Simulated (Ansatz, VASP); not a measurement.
**B in VASP and in Ansatz**

```
B
1.0
    14.00000    0.00000    0.00000
     0.00000   14.40000    0.00000
     0.00000    0.00000   14.80000
B
1
Direct
  0.50000 0.50000 0.50000
```

Alike in both runs: task single point; functional revPBE; k mesh 1 × 1 × 1; occupations fermi-dirac, width 0.01 eV; collinear spin.

|  | VASP | Ansatz |
| --- | --- | --- |
| version | VASP 6.6.1 | Ansatz 0.2.0 |
| potentials or method | VASP PAW PBE potentials, release 64 (B), cutoff 520 eV | plane waves (420 eV) with PAW, scalar-relativistic |
| valence electrons in the cell | 3 | 3 |

Ansatz gave:

* gap on the k mesh at the Fermi level (eV): 0.63
* net moment per atom (μB): 1.00
* size of the moment on the site where the two differ most (μB): 1.00

Task: Estimate VASP's values.

Result: gap on the k mesh at the Fermi level (eV): 4.73; net moment per atom (μB): 1.00; size of the moment on the site where the two differ most (μB): 0.42.

VASP's potentials were made for PBE, not for revPBE. Site moments also hang on the region over which each program counts them. Ansatz's warnings: magnetization residual over threshold, negative dielectric reading.
